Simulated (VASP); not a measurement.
# ScC3 (Pm-3m) in VASP: single point with PBE

Aim: the single point of ScC3 with PBE.

All numbers are computed with VASP 6.6.1; they aren't measurements. Logs are shortened: lines on timing, memory, paths and dates and some standing lists are left out, and cuts for length are marked.

**1. The cell of the first run**

Symmetry: Pm-3m, No. 221, cubic system. Conventional cell: a = 3.699 Å, b = 3.699 Å, c = 3.699 Å, α = 90.00°, β = 90.00°, γ = 90.00°. Sc (site symmetry m-3m) has 12 C at 2.62 Å within 3.5 Å. Within 3.5 Å of C (site symmetry 4/mmm) lie 4 Sc at 2.62 Å and 8 C at 2.62 Å.

**2. Single point, PBE (Ga replaced by Sc, lengths x 1.082, strained)**

Input file INCAR:

```
PREC = Accurate ; ENCUT = 520
EDIFF = 1E-6 ; ISMEAR = 0
SIGMA = 0.1 ; LREAL = F
LASPH = T ; NELM = 60
ALGO = Normal ; ISIF = 2
LWAVE = F ; LCHARG = T
GGA = PE ; LELF = T
LVHAR = T ; NBANDS = 20
```

Input file KPOINTS:

```
regular mesh
0
Gamma
  12 12 12
```

Input file POSCAR:

```
ScC3
1.0
    3.6990571766      0.0000000000      0.0000000000
    0.0000000000      3.6990571766      0.0000000000
    0.0000000000      0.0000000000      3.6990571766
Sc C
1 3
Direct
    0.0000000000      0.0000000000      0.0000000000
    0.0000000000      0.5000000000      0.5000000000
    0.5000000000      0.0000000000      0.5000000000
    0.5000000000      0.5000000000      0.0000000000
```

Potentials or basis: VASP PAW PBE potentials, release 64 (Sc_sv, C).

Command:

```bash
$ cat potpaw_PBE.64/Sc_sv/POTCAR potpaw_PBE.64/C/POTCAR > POTCAR
$ mpirun -np 1 vasp_std > vasp.out
```

OUTCAR:

```text
PREC = Accurate
   ENCUT = 520
   EDIFF = 1E-6
   ISMEAR = 0
   LREAL = F
   LASPH = T
   NELM = 60
   ISIF = 2
   GGA = PE

 ion  position               nearest neighbor table
   1  0.000  0.000  0.000-   2 2.62   3 2.62   4 2.62   2 2.62   3 2.62   2 2.62   4 2.62   2 2.62
                             3 2.62   4 2.62   3 2.62   4 2.62
   2  0.000  0.500  0.500-   1 2.62   1 2.62   1 2.62   1 2.62
   3  0.500  0.000  0.500-   1 2.62   1 2.62   1 2.62   1 2.62
   4  0.500  0.500  0.000-   1 2.62   1 2.62   1 2.62   1 2.62

  LATTYP: Found a simple cubic cell.
 ALAT       =     3.6990571766

  Lattice vectors:

 A1 = (   3.6990571766,   0.0000000000,   0.0000000000)
 A2 = (   0.0000000000,   3.6990571766,   0.0000000000)
 A3 = (   0.0000000000,   0.0000000000,   3.6990571766)

Analysis of symmetry for initial positions (statically):
=====================================================================
 Subroutine PRICEL returns:
 Original cell was already a primitive cell.

 Routine SETGRP: Setting up the symmetry group for a
 simple cubic supercell.

 Subroutine GETGRP returns: Found 48 space group operations
 (whereof 48 operations were pure point group operations)
 out of a pool of 48 trial point group operations.

The static configuration has the point symmetry O_h .

Analysis of symmetry for dynamics (positions and initial velocities):
=====================================================================
 Subroutine PRICEL returns:
 Original cell was already a primitive cell.

 Routine SETGRP: Setting up the symmetry group for a
 simple cubic supercell.

 Subroutine GETGRP returns: Found 48 space group operations
 (whereof 48 operations were pure point group operations)
 out of a pool of 48 trial point group operations.

The dynamic configuration has the point symmetry O_h .

 Subroutine INISYM returns: Found 48 space group operations
 (whereof 48 operations are pure point group operations),
 and found     1 'primitive' translations

----------------------------------------------------------------------------------------

                                     Primitive cell

  volume of cell :      50.6143

  direct lattice vectors                    reciprocal lattice vectors
     3.699057177  0.000000000  0.000000000     0.270339157  0.000000000  0.000000000
     0.000000000  3.699057177  0.000000000     0.000000000  0.270339157  0.000000000
     0.000000000  0.000000000  3.699057177     0.000000000  0.000000000  0.270339157

  length of vectors
     3.699057177  3.699057177  3.699057177     0.270339157  0.270339157  0.270339157

  position of ions in fractional coordinates (direct lattice)
     0.000000000  0.000000000  0.000000000
     0.000000000  0.500000000  0.500000000
     0.500000000  0.000000000  0.500000000
     0.500000000  0.500000000  0.000000000

  ion indices of the primitive-cell ions
   primitive index   ion index
                 1           1
                 2           2
                 3           3
                 4           4

----------------------------------------------------------------------------------------

 KPOINTS: regular mesh

Automatic generation of k-mesh.
 Grid dimensions read from file:
 generate k-points for:   12   12   12

 Generating k-lattice:

  Cartesian coordinates                     Fractional coordinates (reciprocal lattice)
     0.022528263  0.000000000  0.000000000     0.083333333  0.000000000  0.000000000
     0.000000000  0.022528263  0.000000000     0.000000000  0.083333333  0.000000000
     0.000000000  0.000000000  0.022528263     0.000000000  0.000000000  0.083333333

  Length of vectors
     0.022528263  0.022528263  0.022528263

  Shift w.r.t. Gamma in fractional coordinates (k-lattice)
     0.000000000  0.000000000  0.000000000

 Subroutine IBZKPT returns following result:
 ===========================================

 Found     84 irreducible k-points:

 Following reciprocal coordinates:
            Coordinates               Weight
  0.000000  0.000000  0.000000      1.000000
  0.083333  0.000000  0.000000      6.000000
  0.166667  0.000000  0.000000      6.000000
  0.250000  0.000000  0.000000      6.000000
  0.333333  0.000000  0.000000      6.000000
  0.416667  0.000000  0.000000      6.000000
[... 16 lines left out ...]
  0.333333  0.333333  0.000000     12.000000
  0.416667  0.333333  0.000000     24.000000
 [... further k-points ...]
   k-points           NKPTS =     84   k-points in BZ     NKDIM =     84   number of bands    NBANDS=     20
   number of dos      NEDOS =    301   number of ions     NIONS =      4
   total plane-waves  NPLWV =  21952
   dimension x,y,z NGX =    28 NGY =   28 NGZ =   28
   dimension x,y,z NGXF=    56 NGYF=   56 NGZF=   56
   ions per type =               1   3
   NGX,Y,Z   is equivalent  to a cutoff of  12.58, 12.58, 12.58 a.u.
   NGXF,Y,Z  is equivalent  to a cutoff of  25.17, 25.17, 25.17 a.u.
 SYSTEM =  unknown system
   PREC   = accura    normal or accurate (medium, high low for compatibility)
   ISTART =      0    job   : 0-new  1-cont  2-samecut
   ICHARG =      2    charge: 1-file 2-atom 10-const
   ISPIN  =      1    spin polarized calculation?
   LNONCOLLINEAR =      F non collinear calculations
   LSORBIT =      F    spin-orbit coupling
   LASPH  =      T    aspherical Exc in radial PAW
   ENCUT  =  520.0 eV  38.22 Ry    6.18 a.u.   6.88  6.88  6.88*2*pi/ulx,y,z
   NELM   =     60;   NELMIN=  2; NELMDL= -5     # of ELM steps
   EDIFF  = 0.1E-05   stopping-criterion for ELM
   LREAL  =      F    real-space projection
   EDIFFG = 0.1E-04   stopping-criterion for IOM
   NSW    =      0    number of steps for IOM
   IBRION =     -1    ionic relax: 0-MD 1-quasi-New 2-CG
   NFREE  =      0    steps in history (QN), initial steepest desc. (CG)
   ISIF   =      2    stress and relaxation
   ISYM   =      2    0-nonsym 1-usesym 2-fastsym
   POTIM  = 0.5000    time-step for ionic-motion
   TEBEG  =    0.0;   TEEND  =   0.0 temperature during run
   PSTRESS=    0.0 pullay stress
   NELECT =      23.0000    total number of electrons
   NUPDOWN=      -1.0000    fix difference up-down
   EMIN   =  10.00;   EMAX   =-10.00  energy-range for DOS
   EFERMI =   0.00;   METHOD = LEGACY
   ISMEAR =     0;   SIGMA  =   0.10  broadening in eV -4-tet -1-fermi 0-gaus
   EFERMI_NEDOS =   21; number of points for ismear=-14 and -15
   IALGO  =     38    algorithm
   IMIX   =      4    mixing-type and parameters
     AMIX     =   0.40;   BMIX     =  1.00
     AMIX_MAG =   1.60;   BMIX_MAG =  1.00
  volume/ion in A,a.u.               =      12.65        85.39
  Fermi-wavevector in a.u.,A,eV,Ry     =   1.258615  2.378438 21.553164  1.584113
  Thomas-Fermi vector in A             =   2.392216
   LORBIT       =      0    0 simple, 1 ext, 2 COOP (PROOUT), +10 PAW based schemes
   GGA     = PE    functional components
   LHFCALC =     F    Hartree Fock is set to
   AEXX    =    0.0000 exact exchange contribution
   IVDW    =     0    specifies the selected vdW correction
   LEPSILON=     F    determine dielectric tensor
   LRPA    =     F    only Hartree local field effects (RPA)
 non-spin polarized calculation
 Gauss-broadening in eV      SIGMA  =   0.10
  energy-cutoff  :      520.00
  volume of cell :       50.61
 maximum number of plane-waves:      1406
 NGX is ok and might be reduce to    28
   NGX = 13   NGY = 13   NGZ = 13

 number of electron      23.0000005 magnetization

 Free energy of the ion-electron system (eV)
  ---------------------------------------------------
  ext. energy  EPLUGINS =         0.00000000
  ---------------------------------------------------
  free energy    TOTEN  =       -24.59257737 eV

  energy without entropy =      -24.58037875  energy(sigma->0) =      -24.58647806

 E-fermi :   3.8474     XC(G=0): -10.8915

 val. band max:        3.8189525639   @ k =   0.1667   0.0000   0.0000
 cond. band min:       3.8548836413   @ k =   0.3333   0.1667   0.1667
 fundamental gap:      0.0359310773
 Fermi energy:         3.8473731030

 k-point     1 :       0.0000    0.0000    0.0000
  band No.  band energies     occupation
      1     -45.5560      2.00000
      2     -24.1180      2.00000
      3     -24.1180      2.00000
      4     -24.1180      2.00000
      5      -8.8580      2.00000
      6      -3.2081      2.00000
[... 12 lines left out ...]
     19       7.3277      0.00000
     20       7.3277      0.00000

 k-point     2 :       0.0833    0.0000    0.0000
  band No.  band energies     occupation
      1     -45.5557      2.00000
      2     -24.1232      2.00000
      3     -24.1175      2.00000
      4     -24.1175      2.00000
      5      -8.7956      2.00000
      6      -3.3913      2.00000
[... 12 lines left out ...]
     19       7.2191      0.00000
     20       7.2634      0.00000

 k-point     3 :       0.1667    0.0000    0.0000
  band No.  band energies     occupation
      1     -45.5549      2.00000
      2     -24.1372      2.00000
      3     -24.1160      2.00000
      4     -24.1160      2.00000
      5      -8.6106      2.00000
      6      -3.8681      2.00000
[... 12 lines left out ...]
     19       7.3947      0.00000
     20       7.4126      0.00000

 k-point     4 :       0.2500    0.0000    0.0000
  band No.  band energies     occupation
      1     -45.5539      2.00000
      2     -24.1563      2.00000
      3     -24.1139      2.00000
      4     -24.1139      2.00000
      5      -8.3113      2.00000
      6      -4.5044      2.00000
[... 429 lines left out ...]
 k-point    23 :       0.3333    0.3333    0.0000
  band No.  band energies     occupation
      1     -45.5497      2.00000
      2     -24.1678      2.00000
      3     -24.1660      2.00000
      4     -24.1059      2.00000
      5      -7.0961      2.00000
      6      -4.9130      2.00000
[... 12 lines left out ...]
     19       8.3700      0.00000
     20       8.4717      0.00000

 k-point    24 :       0.4167    0.3333    0.0000
  band No.  band energies     occupation
      1     -45.5489      2.00000
      2     -24.1802      2.00000
      3     -24.1648      2.00000
      4     -24.1045      2.00000
      5      -6.7113      2.00000
      6      -5.2725      2.00000
[... 12 lines left out ...]
     19       8.4667      0.00000
     20       8.5829      0.00000

 [... further k-points ...]

------------------------ aborting loop because EDIFF is reached ----------------------------------------

  FORCE on cell =-STRESS in cart. coord.  units (eV):
  Direction    XX          YY          ZZ          XY          YZ          ZX
  --------------------------------------------------------------------------------------
  -------------------------------------------------------------------------------------
  Total       -8.9555761     -8.9555761     -8.9555761      0.0000000     -0.0000000      0.0000000
  in kB     -283.4855824   -283.4855824   -283.4855824      0.0000000     -0.0000000      0.0000000
  external PRESSURE =    -283.4855824 kB  Pullay stress =       0.0000000 kB

 VOLUME and BASIS-vectors are now :
 -----------------------------------------------------------------------------
  energy-cutoff  :      520.00
  volume of cell :       50.61
      direct lattice vectors                 reciprocal lattice vectors
     3.699057177  0.000000000  0.000000000     0.270339157  0.000000000  0.000000000
     0.000000000  3.699057177  0.000000000     0.000000000  0.270339157  0.000000000
     0.000000000  0.000000000  3.699057177     0.000000000  0.000000000  0.270339157

 POSITION                                       TOTAL-FORCE (eV/Angst)
 -----------------------------------------------------------------------------------
      0.00000      0.00000      0.00000         0.000000      0.000000      0.000000
      0.00000      1.84953      1.84953         0.000000      0.000000      0.000000
      1.84953      0.00000      1.84953         0.000000      0.000000      0.000000
      1.84953      1.84953      0.00000         0.000000      0.000000      0.000000
 -----------------------------------------------------------------------------------
    total drift:                               -0.000000      0.000000      0.000000

  FREE ENERGIE OF THE ION-ELECTRON SYSTEM (eV)
  ---------------------------------------------------
  free  energy   TOTEN  =       -24.5925773696 eV

  energy  without entropy=      -24.5803787545  energy(sigma->0) =      -24.58647806
```

Run time: 75 s. Hardware: 1 thread of Intel Xeon Platinum 8375C at 2.90GHz (Ice Lake), shared host; peak memory 0.21 GiB.

What came out:

| Item | Value |
| --- | --- |
| Free energy | -24.5926 eV |
| Pressure | -28.3 GPa |

Levels at points of the mesh, in eV from the Fermi level:
```tsv
k point	band 7	band 8	band 9	band 10	band 11	band 12	band 13	band 14	band 15	band 16
(0.00, 0.00, 0.00)	-7.06	-2.89	-2.89	-2.89	1.13	1.13	1.13	2.46	2.46	2.61
(0.50, 0.00, 0.00)	-6.48	-2.66	-2.66	-1.83	-0.36	-0.26	-0.26	1.00	2.34	2.34
(0.50, 0.50, 0.00)	-9.11	-4.69	-1.46	-1.46	-1.05	0.07	0.07	0.25	2.09	3.37
(0.50, 0.50, 0.50)	-8.93	-4.67	-3.58	-3.58	-3.58	3.39	3.39	3.42	3.42	3.42
```

Caveat: the cell differs from its parent crystal (Ga replaced by Sc, lengths x 1.082, strained).
